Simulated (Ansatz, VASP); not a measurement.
## Pt: VASP beside Ansatz

INCAR

```
SYSTEM = Pt
ALGO     = Normal         ! electronic algorithm
EDIFF    = 1E-6           ! SCF threshold, eV
ENCUT    = 500            ! plane-wave cutoff, eV
GGA      = PS             ! functional
GGA_COMPAT= .FALSE.      
ISIF     = 2              ! what is computed and relaxed
ISMEAR   = 0              ! smearing method
LASPH    = .TRUE.         ! aspherical terms in the spheres
LCHARG   = .FALSE.        ! write CHGCAR
LREAL    = .FALSE.        ! projectors in reciprocal space
LWAVE    = .FALSE.        ! write WAVECAR
NBANDS   = 11             ! bands
NELM     = 120            ! most SCF steps
PREC     = Accurate       ! precision mode
SIGMA    = 0.1            ! smearing width, eV
```

KPOINTS

```
k-points
0
G
  18 18 18
  0 0 0
```

Contents of POSCAR:

```
Pt
1.0
    0.0000000000      1.9590400275      1.9590400275
    1.9590400275      0.0000000000      1.9590400275
    1.9590400275      1.9590400275      0.0000000000
Pt
1
Direct
    0.0000000000      0.0000000000      0.0000000000
```

Input for Ansatz:

```yaml
crystal:
  lattice:
    - [0.0, 1.9590400275, 1.9590400275]
    - [1.9590400275, 0.0, 1.9590400275]
    - [1.9590400275, 1.9590400275, 0.0]
  atoms:
    - { symbol: Pt, position: [0.0, 0.0, 0.0] }
basis:
  ecutwfc: 420
kpoints:
  mp_grid: { grid: [18, 18, 18] }
  band_path:
    path:
      - [0.0, 0.0, 0.0]
      - [0.5, 0.0, 0.5]
      - [0.625, 0.25, 0.625]
      - [0.375, 0.375, 0.75]
      - [0.5, 0.5, 0.5]
      - [0.5, 0.25, 0.75]
      - [0.22222222, -0.5, -0.27777778]
      - [0.0, 0.0, 0.16666667]
    npoints: 1
hamiltonian:
  xc: pbesol
scf:
  occupations: { method: gaussian, width: 0.1 }
  n_extra_bands: 4
output:
  forces: true
  stress: true
  eigenvalues: true
  write_density: true
  write_potential: true
  elf: true
  volumetric_format: npy
```

Alike in both runs: task single point; functional PBEsol; k mesh 18 × 18 × 18; occupations gaussian, width 0.1 eV; no spin polarisation.

```csv
,VASP,Ansatz
version,VASP 6.6.1,Ansatz 0.2.0
potentials or method,"VASP PAW PBE potentials, release 64 (Pt), cutoff 500 eV","scalar-relativistic, plane waves, PAW"
valence electrons in the cell,10,18
```

```csv
,VASP,Ansatz,Ansatz less VASP
gap on the k mesh at the Fermi level (eV),none,none,-
pressure (GPa),-0.4,0.0,+0.41
```

VASP's potentials were made for PBE, not for PBEsol. A gap of «none» marks a metal or a gap that the smearing closes. VASP's potentials hold 10 valence electrons a cell and Ansatz's 18, so a difference there can come from the potentials and not from the codes.

Spin-orbit coupling is off throughout.
